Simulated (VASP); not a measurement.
## Ge: single point with PBE

Crystal: Ge.

```
Ge
1.0
     7.74903    0.00000    0.00000
     0.00000    3.58571    0.00000
     0.00000    0.00000    4.50178
Ge
8
Direct
  0.15428 0.25000 0.53118
  0.34572 0.75000 0.03118
  0.65428 0.25000 0.96882
  0.84572 0.75000 0.46882
  0.05650 0.75000 0.84995
  0.44350 0.25000 0.34995
  0.55650 0.75000 0.65005
  0.94350 0.25000 0.15005
```

The cell was generated, and may not be a known phase.

```json
{
 "Program": "VASP 6.6.1",
 "Task": "single point",
 "Functional": "PBE",
 "Potentials or basis": "VASP PAW PBE potentials, release 64 (Ge_d)",
 "Cutoff": "520 eV",
 "k mesh": "2 × 6 × 4",
 "Occupations": "gaussian, width 0.1 eV",
 "Spin": "no spin polarisation",
 "Dipole correction": "no",
 "Further INCAR settings": "ALGO = Normal; EDIFF = 1e-07; NBANDS = 66"
}
```

```yaml
Pressure: 39.0 GPa
Largest_force: 1.076 eV/Å
Band_gap_on_the_k_mesh: zero (bands 56 and 57 overlap by 2.01 eV)
```

Forces on the atoms (eV/Å):
```
Ge   1.066  0.000 -0.141
Ge  -1.066  0.000 -0.141
Ge   1.066  0.000  0.141
Ge  -1.066  0.000  0.141
Ge   0.518  0.000 -0.156
Ge  -0.518  0.000 -0.156
Ge   0.518  0.000  0.156
Ge  -0.518  0.000  0.156
```

Stress tensor (GPa, compression positive):
```
37.37  0.00  0.00
 0.00 38.52  0.00
 0.00  0.00 41.21
```

Levels at points of the mesh, in eV from the Fermi level:
```tsv
k point	band 54	band 55	band 56	band 57	band 58	band 59
(0.00, 0.00, 0.00)	-0.86	-0.61	-0.36	0.16	1.61	2.58
(0.50, 0.00, 0.00)	-2.28	0.64	0.64	1.15	1.15	1.54
(0.00, 0.50, 0.00)	-3.41	-2.63	-2.63	-1.36	-1.36	0.24
(0.50, 0.50, 0.00)	-2.84	-2.84	-2.84	0.59	0.59	0.59
(0.00, 0.00, 0.50)	-1.27	-1.10	-1.10	0.02	0.02	1.93
(0.50, 0.00, 0.50)	-1.18	-0.66	-0.66	0.60	0.60	2.55
(0.00, 0.50, 0.50)	-1.76	0.07	0.07	0.57	0.57	0.70
(0.50, 0.50, 0.50)	-3.39	-3.39	-3.39	3.49	3.49	3.49
```

Run time: 8.2 min on 1 thread of Intel Xeon 8259CL, with other jobs on the host, peak memory 0.31 GiB.

Caveat: the k points lie up to 0.41 Å⁻¹ apart, too coarse for converged energies and pressures of a metal; forces of over 1 eV/Å act on the atoms, so gaps and moduli don't describe the material at rest.
